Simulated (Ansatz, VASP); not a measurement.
## One calculation of ZnS, two programs

The input INCAR:

```
PREC = Accurate
ENCUT = 520
EDIFF = 1E-6
ISMEAR = 0
SIGMA = 0.05
LREAL = False
LASPH = True
NELM = 60
ALGO = Normal
ISIF = 2
LWAVE = False
LCHARG = False
GGA = RE
NBANDS = 16
```

KPOINTS

```
regular mesh
0
Gamma
  8 8 8
```

Contents of POSCAR:

```
ZnS
1.0
    0.0000000000      2.7646852476      2.7646852476
    2.7646852476      0.0000000000      2.7646852476
    2.7646852476      2.7646852476      0.0000000000
Zn S
1 1
Direct
    0.0000000000      0.0000000000      0.0000000000
    0.7500000000      0.7500000000      0.7500000000
```

Input for Ansatz:

```yaml
crystal:
  lattice:
    - [0.0, 2.7646852476, 2.7646852476]
    - [2.7646852476, 0.0, 2.7646852476]
    - [2.7646852476, 2.7646852476, 0.0]
  atoms:
    - { symbol: Zn, position: [0.0, 0.0, 0.0] }
    - { symbol: S, position: [0.75, 0.75, 0.75] }
basis:
  ecutwfc: 420
  ecutrho_ratio: 4
kpoints:
  mp_grid: { grid: [8, 8, 8] }
hamiltonian:
  xc: revpbe
scf:
  occupations: { method: gaussian, width: 0.05 }
output:
  forces: true
  stress: true
  eigenvalues: true
```

Alike in both runs: task single point; functional revPBE; k mesh 8 × 8 × 8; occupations gaussian, width 0.05 eV; no spin polarisation.

```csv
,VASP,Ansatz
version,VASP 6.6.1,Ansatz 0.2.0
potentials or method,"VASP PAW PBE potentials, release 64 (Zn, S), cutoff 520 eV","scalar-relativistic, plane waves, PAW"
valence electrons in the cell,18,18
```

VASP gave:

| Property | Result |
| --- | --- |
| gap on the k mesh at the Fermi level (eV) | 1.94 |
| least direct gap on the mesh (eV) | 1.94 |
| pressure (GPa) | -1.1 |

Problem. Which values does Ansatz return?

Solution. gap on the k mesh at the Fermi level (eV): 1.94; least direct gap on the mesh (eV): 1.94; pressure (GPa): -1.2.

VASP's potentials were made for PBE, not for revPBE. The functional is the same, so the differences come from potentials, cutoffs and numerics.
